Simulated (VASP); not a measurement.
Set up this calculation in VASP 6.6.1, as the native input.

- Task: single point
- Functional: BLYP
- Potentials or basis: VASP PAW PBE potentials, release 64 (Cs_sv)
- Cutoff: 520 eV
- k mesh: 4 × 4 × 4
- Occupations: gaussian, width 0.1 eV
- Spin: no spin polarisation
- Dipole correction: no
- Further INCAR settings: ALGO = Fast; EDIFF = 1e-06; NBANDS = 16

The structure of Cs lies in POSCAR:

```
Cs
1.0
   -2.5538463026      2.5538463026      9.5960667852
    2.5538463026     -2.5538463026      9.5960667852
    2.5538463026      2.5538463026     -9.5960667852
Cs
2
Direct
    0.2500000000      0.7500000000      0.5000000000
    0.5000000000      0.5000000000      0.0000000000
```

These files were run (other wordings do the same):

INCAR

```
SYSTEM = Cs
AGGAC = 1.0
AGGAX = 1.0
ALDAC = 0.0
ALDAX = 1.0
ALGO = Fast
EDIFF = 1E-6
ENCUT = 520
GGA = B5
ISIF = 2
ISMEAR = 0
LASPH = .TRUE.
LCHARG = .FALSE.
LREAL = .FALSE.
LWAVE = .FALSE.
NBANDS = 16
NELM = 60
PREC = Accurate
SIGMA = 0.1
```

KPOINTS

```
k-points
0
G
  4 4 4
  0 0 0
```

Potentials or basis: VASP PAW PBE potentials, release 64 (Cs_sv).

Run with:

```sh
$ cat potpaw_PBE.64/Cs_sv/POTCAR > POTCAR
$ mpirun -np 1 vasp_std > vasp.out
```

Results of the run:

```
Pressure               : 0.1 GPa
Band gap on the k mesh : zero (band 9 reaches 1.31 eV, above the bottom of band 10 at -0.36 eV)
```

Caveat: the k points lie up to 0.43 Å⁻¹ apart; the PAW data sets were made with another functional, which shifts forces and pressure a little; spin-orbit coupling is left out, which moves the levels of the heavy elements.

It used 440 s of CPU time on 1 thread of AMD EPYC 7R13 Processor (Zen 3) (shared host).
